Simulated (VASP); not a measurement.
# Zr (I4/mmm) in VASP: notebook

Zr is run at these levels: PBEsol; tasks: single point.

Program: VASP 6.6.1. These are calculated values, not measurements. Logs are shortened: lines on timing, memory, paths and dates and some standing lists are left out, and cuts for length are marked.

## (1) The cell of the first run

It takes space group I4/mmm (No. 139, tetragonal). The conventional cell has a = 3.317 Å, b = 3.317 Å, c = 4.871 Å, α = 90.00°, β = 90.00°, γ = 90.00°. Zr (site symmetry 4/mmm) has 12 Zr at 3.32 to 3.38 Å within 4.4 Å.

## (2) Single point, PBEsol (strain +0.040 along x and y, +0.080 along z)

Input file INCAR:

```
SYSTEM = Zr
PREC = Accurate ; ENCUT = 520
EDIFF = 1E-6 ; ISMEAR = 0
SIGMA = 0.15 ; LREAL = .FALSE.
LASPH = .TRUE. ; NELM = 100
ALGO = Fast ; ISIF = 2
LWAVE = .FALSE. ; LCHARG = .FALSE.
GGA = PS ; NBANDS = 12
```

Input file KPOINTS:

```
regular mesh
0
G
  18 18 18
  0 0 0
```

Input file POSCAR:

```
Zr
1.0
    0.0000000000      2.3452000000      2.4354000000
    2.3452000000      0.0000000000      2.4354000000
    2.3452000000      2.3452000000      0.0000000000
Zr
1
Direct
    0.0000000000      0.0000000000      0.0000000000
```

Potentials or basis: VASP PAW PBE potentials, release 64 (Zr_sv).

On the command line:

```console
cat potpaw_PBE.64/Zr_sv/POTCAR > POTCAR
mpirun -np 1 vasp_std > vasp.out
```

OUTCAR:

```text
SYSTEM = Zr
   PREC = Accurate
   ENCUT = 520
   EDIFF = 1E-6
   ISMEAR = 0
   LREAL = .FALSE.
   LASPH = .TRUE.
   NELM = 100
   ISIF = 2
   GGA = PS

 ion  position               nearest neighbor table
   1  0.000  0.000  0.000-

  LATTYP: Found a body centered tetragonal cell.
 ALAT       =     3.3166136465
 C/A-ratio  =     1.4686063917

  Lattice vectors:

 A1 = (  -2.3452000000,   0.0000000000,   2.4354000000)
 A2 = (   2.3452000000,   0.0000000000,   2.4354000000)
 A3 = (   0.0000000000,   2.3452000000,  -2.4354000000)

Analysis of symmetry for initial positions (statically):
=====================================================================
 Subroutine PRICEL returns:
 Original cell was already a primitive cell.

 Routine SETGRP: Setting up the symmetry group for a
 body centered tetragonal supercell.

 Subroutine GETGRP returns: Found 16 space group operations
 (whereof 16 operations were pure point group operations)
 out of a pool of 16 trial point group operations.

The static configuration has the point symmetry D_4h.

Analysis of symmetry for dynamics (positions and initial velocities):
=====================================================================
 Subroutine PRICEL returns:
 Original cell was already a primitive cell.

 Routine SETGRP: Setting up the symmetry group for a
 body centered tetragonal supercell.

 Subroutine GETGRP returns: Found 16 space group operations
 (whereof 16 operations were pure point group operations)
 out of a pool of 16 trial point group operations.

The dynamic configuration has the point symmetry D_4h.

 Subroutine INISYM returns: Found 16 space group operations
 (whereof 16 operations are pure point group operations),
 and found     1 'primitive' translations

----------------------------------------------------------------------------------------

                                     Primitive cell

  volume of cell :      26.7892

  direct lattice vectors                    reciprocal lattice vectors
     0.000000000  2.345200000  2.435400000    -0.213201433  0.213201433  0.205305083
     2.345200000  0.000000000  2.435400000     0.213201433 -0.213201433  0.205305083
     2.345200000  2.345200000  0.000000000     0.213201433  0.213201433 -0.205305083

  length of vectors
     3.380996332  3.380996332  3.316613646     0.364773737  0.364773737  0.364773737

  position of ions in fractional coordinates (direct lattice)
     0.000000000  0.000000000  0.000000000

  ion indices of the primitive-cell ions
   primitive index   ion index
                 1           1

----------------------------------------------------------------------------------------

 KPOINTS: regular mesh

Automatic generation of k-mesh.
 Grid dimensions read from file:
 generate k-points for:   18   18   18

 Generating k-lattice:

  Cartesian coordinates                     Fractional coordinates (reciprocal lattice)
    -0.011844524  0.011844524  0.011405838     0.055555556  0.000000000  0.000000000
     0.011844524 -0.011844524  0.011405838     0.000000000  0.055555556  0.000000000
     0.011844524  0.011844524 -0.011405838     0.000000000  0.000000000  0.055555556

  Length of vectors
     0.020265208  0.020265208  0.020265208

  Shift w.r.t. Gamma in fractional coordinates (k-lattice)
     0.000000000  0.000000000  0.000000000

 Subroutine IBZKPT returns following result:
 ===========================================

 Found    480 irreducible k-points:

 Following reciprocal coordinates:
            Coordinates               Weight
  0.000000  0.000000  0.000000      1.000000
  0.055556 -0.000000  0.000000      8.000000
  0.111111 -0.000000  0.000000      8.000000
  0.166667 -0.000000  0.000000      8.000000
  0.222222  0.000000  0.000000      8.000000
  0.277778  0.000000  0.000000      8.000000
[... 16 lines left out ...]
 -0.277778  0.055556  0.000000      8.000000
 -0.222222  0.055556  0.000000      8.000000
 [... further k-points ...]
   k-points           NKPTS =    480   k-points in BZ     NKDIM =    480   number of bands    NBANDS=     12
   number of dos      NEDOS =    301   number of ions     NIONS =      1
   total plane-waves  NPLWV =  21952
   dimension x,y,z NGX =    28 NGY =   28 NGZ =   28
   dimension x,y,z NGXF=    56 NGYF=   56 NGZF=   56
   ions per type =               1
   NGX,Y,Z   is equivalent  to a cutoff of  13.77, 13.77, 14.04 a.u.
   NGXF,Y,Z  is equivalent  to a cutoff of  27.54, 27.54, 28.07 a.u.
 SYSTEM =  Zr
   PREC   = accura    normal or accurate (medium, high low for compatibility)
   ISTART =      0    job   : 0-new  1-cont  2-samecut
   ICHARG =      2    charge: 1-file 2-atom 10-const
   ISPIN  =      1    spin polarized calculation?
   LNONCOLLINEAR =      F non collinear calculations
   LSORBIT =      F    spin-orbit coupling
   LASPH  =      T    aspherical Exc in radial PAW
   ENCUT  =  520.0 eV  38.22 Ry    6.18 a.u.   6.29  6.29  6.17*2*pi/ulx,y,z
   NELM   =    100;   NELMIN=  2; NELMDL= -5     # of ELM steps
   EDIFF  = 0.1E-05   stopping-criterion for ELM
   LREAL  =      F    real-space projection
   EDIFFG = 0.1E-04   stopping-criterion for IOM
   NSW    =      0    number of steps for IOM
   IBRION =     -1    ionic relax: 0-MD 1-quasi-New 2-CG
   NFREE  =      0    steps in history (QN), initial steepest desc. (CG)
   ISIF   =      2    stress and relaxation
   ISYM   =      2    0-nonsym 1-usesym 2-fastsym
   POTIM  = 0.5000    time-step for ionic-motion
   TEBEG  =    0.0;   TEEND  =   0.0 temperature during run
   PSTRESS=    0.0 pullay stress
   NELECT =      12.0000    total number of electrons
   NUPDOWN=      -1.0000    fix difference up-down
   EMIN   =  10.00;   EMAX   =-10.00  energy-range for DOS
   EFERMI =   0.00;   METHOD = LEGACY
   ISMEAR =     0;   SIGMA  =   0.15  broadening in eV -4-tet -1-fermi 0-gaus
   EFERMI_NEDOS =   21; number of points for ismear=-14 and -15
   IALGO  =     68    algorithm
   IMIX   =      4    mixing-type and parameters
     AMIX     =   0.40;   BMIX     =  1.00
     AMIX_MAG =   1.60;   BMIX_MAG =  1.00
  volume/ion in A,a.u.               =      26.79       180.78
  Fermi-wavevector in a.u.,A,eV,Ry     =   1.252608  2.367086 21.347910  1.569027
  Thomas-Fermi vector in A             =   2.386500
   LORBIT       =      0    0 simple, 1 ext, 2 COOP (PROOUT), +10 PAW based schemes
   GGA     = PS    functional components
   LHFCALC =     F    Hartree Fock is set to
   AEXX    =    0.0000 exact exchange contribution
   IVDW    =     0    specifies the selected vdW correction
   LEPSILON=     F    determine dielectric tensor
   LRPA    =     F    only Hartree local field effects (RPA)
 non-spin polarized calculation
 RMM-DIIS sequential band-by-band and
 Gauss-broadening in eV      SIGMA  =   0.15
  energy-cutoff  :      520.00
  volume of cell :       26.79
 maximum number of plane-waves:       734
 NGX is ok and might be reduce to    28
   NGX = 13   NGY = 13   NGZ = 13

 number of electron      12.0000000 magnetization

 Free energy of the ion-electron system (eV)
  ---------------------------------------------------
  ext. energy  EPLUGINS =         0.00000000
  ---------------------------------------------------
  free energy    TOTEN  =        -8.84560114 eV

  energy without entropy =       -8.82428702  energy(sigma->0) =       -8.83494408

 E-fermi :   7.2753     XC(G=0): -10.5775

 val. band max:        7.2670364897   @ k =  -0.2778   0.1111   0.3889
 cond. band min:       7.2755590364   @ k =  -0.3889   0.3333   0.1111
 fundamental gap:      0.0085225467
 Fermi energy:         7.2753256644

 k-point     1 :       0.0000    0.0000    0.0000
  band No.  band energies     occupation
      1     -41.6318      2.00000
      2     -19.3248      2.00000
      3     -19.3175      2.00000
      4     -19.3175      2.00000
      5       2.0070      2.00000
      6       7.9762      0.00000
      7       8.3229      0.00000
      8       8.3229      0.00000
      9       9.9512      0.00000
     10      10.4160      0.00000
     11      17.5240      0.00000
     12      20.6229      0.00000

 k-point     2 :       0.0556   -0.0000    0.0000
  band No.  band energies     occupation
      1     -41.6295      2.00000
      2     -19.3396      2.00000
      3     -19.3248      2.00000
      4     -19.3195      2.00000
      5       2.0927      2.00000
      6       7.9758      0.00000
      7       8.2859      0.00000
      8       8.3633      0.00000
      9       9.9219      0.00000
     10      10.3731      0.00000
     11      17.7023      0.00000
     12      20.5259      0.00000

 k-point     3 :       0.1111   -0.0000    0.0000
  band No.  band energies     occupation
      1     -41.6228      2.00000
      2     -19.3941      2.00000
      3     -19.3339      2.00000
      4     -19.3252      2.00000
      5       2.3427      2.00000
      6       7.8800      0.00000
      7       8.2781      0.00000
      8       8.4713      0.00000
      9       9.8624      0.00000
     10      10.2694      0.00000
     11      18.1835      0.00000
     12      19.8382      0.00000

 k-point     4 :       0.1667   -0.0000    0.0000
  band No.  band energies     occupation
      1     -41.6126      2.00000
      2     -19.4773      2.00000
      3     -19.3470      2.00000
      4     -19.3340      2.00000
      5       2.7345      2.00000
      6       7.6541      0.00036
      7       8.3399      0.00000
      8       8.6000      0.00000
      9       9.8572      0.00000
     10      10.1794      0.00000
     11      18.6068      0.00000
     12      19.2124      0.00000

 k-point     5 :       0.2222    0.0000    0.0000
  band No.  band energies     occupation
      1     -41.6000      2.00000
      2     -19.5781      2.00000
      3     -19.3629      2.00000
      4     -19.3446      2.00000
      5       3.2259      2.00000
      6       7.4219      0.16713
      7       8.3443      0.00000
      8       8.6650      0.00000
      9      10.0113      0.00000
     10      10.2140      0.00000
     11      17.9766      0.00000
     12      19.5770      0.00000
[... 228 lines left out ...]
      1     -41.5594      2.00000
      2     -19.8790      2.00000
      3     -19.4278      2.00000
      4     -19.3753      2.00000
      5       4.6340      2.00000
      6       7.5713      0.00526
      7       7.9080      0.00000
      8       8.3738      0.00000
      9      11.1041      0.00000
     10      11.7077      0.00000
     11      15.7028      0.00000
     12      17.8198      0.00000

 k-point    22 :      -0.3333    0.0556    0.0000
  band No.  band energies     occupation
      1     -41.5684      2.00000
      2     -19.8125      2.00000
      3     -19.4178      2.00000
      4     -19.3652      2.00000
      5       4.3994      2.00000
      6       7.3095      0.74713
      7       8.0280      0.00000
      8       8.4872      0.00000
      9      10.6796      0.00000
     10      11.3113      0.00000
     11      16.3591      0.00000
     12      18.5217      0.00000

 k-point    23 :      -0.2778    0.0556    0.0000
  band No.  band energies     occupation
      1     -41.5801      2.00000
      2     -19.7238      2.00000
      3     -19.4033      2.00000
      4     -19.3536      2.00000
      5       3.9951      2.00000
      6       7.2101      1.46149
      7       8.1757      0.00000
      8       8.6259      0.00000
      9      10.2632      0.00000
     10      10.8462      0.00000
     11      17.0478      0.00000
     12      19.3477      0.00000

 k-point    24 :      -0.2222    0.0556    0.0000
  band No.  band energies     occupation
      1     -41.5933      2.00000
      2     -19.6228      2.00000
      3     -19.3860      2.00000
      4     -19.3419      2.00000
      5       3.4850      2.00000
      6       7.3077      0.76052
      7       8.2930      0.00000
      8       8.7234      0.00000
      9       9.9673      0.00000
     10      10.4294      0.00000
     11      17.7740      0.00000
     12      19.7238      0.00000

 [... further k-points ...]
[... 5 lines left out ...]
  --------------------------------------------------------------------------------------
  -------------------------------------------------------------------------------------
  Total       -2.1169850     -2.1169850     -2.3164920      0.0000000     -0.0000000     -0.0000000
  in kB     -126.6100851   -126.6100851   -138.5419552      0.0000000     -0.0000000     -0.0000000
  external PRESSURE =    -130.5873751 kB  Pullay stress =       0.0000000 kB

 VOLUME and BASIS-vectors are now :
 -----------------------------------------------------------------------------
  energy-cutoff  :      520.00
  volume of cell :       26.79
      direct lattice vectors                 reciprocal lattice vectors
     0.000000000  2.345200000  2.435400000    -0.213201433  0.213201433  0.205305083
     2.345200000  0.000000000  2.435400000     0.213201433 -0.213201433  0.205305083
     2.345200000  2.345200000  0.000000000     0.213201433  0.213201433 -0.205305083

 POSITION                                       TOTAL-FORCE (eV/Angst)
 -----------------------------------------------------------------------------------
      0.00000      0.00000      0.00000         0.000000      0.000000      0.000000
 -----------------------------------------------------------------------------------
    total drift:                               -0.000000     -0.000000     -0.000000

  FREE ENERGIE OF THE ION-ELECTRON SYSTEM (eV)
  ---------------------------------------------------
  free  energy   TOTEN  =        -8.8456011399 eV

  energy  without entropy=       -8.8242870230  energy(sigma->0) =       -8.83494408
```

Wall time 2.4 min (1 thread of Intel Xeon 6975P-C (Granite Rapids), shared host); peak memory 0.26 GiB.

What came out:

```yaml
Free_energy: -8.8456 eV
Pressure: -13.1 GPa
Band_gap_on_the_k_mesh: zero (band 6 reaches 8.09 eV, above the bottom of band 7 at 6.80 eV)
```

Caveat: the cell differs from its parent crystal (strain +0.040 along x and y, +0.080 along z); the PAW data sets were made with another functional, which shifts forces and pressure a little.

[end of part 1 of 2]
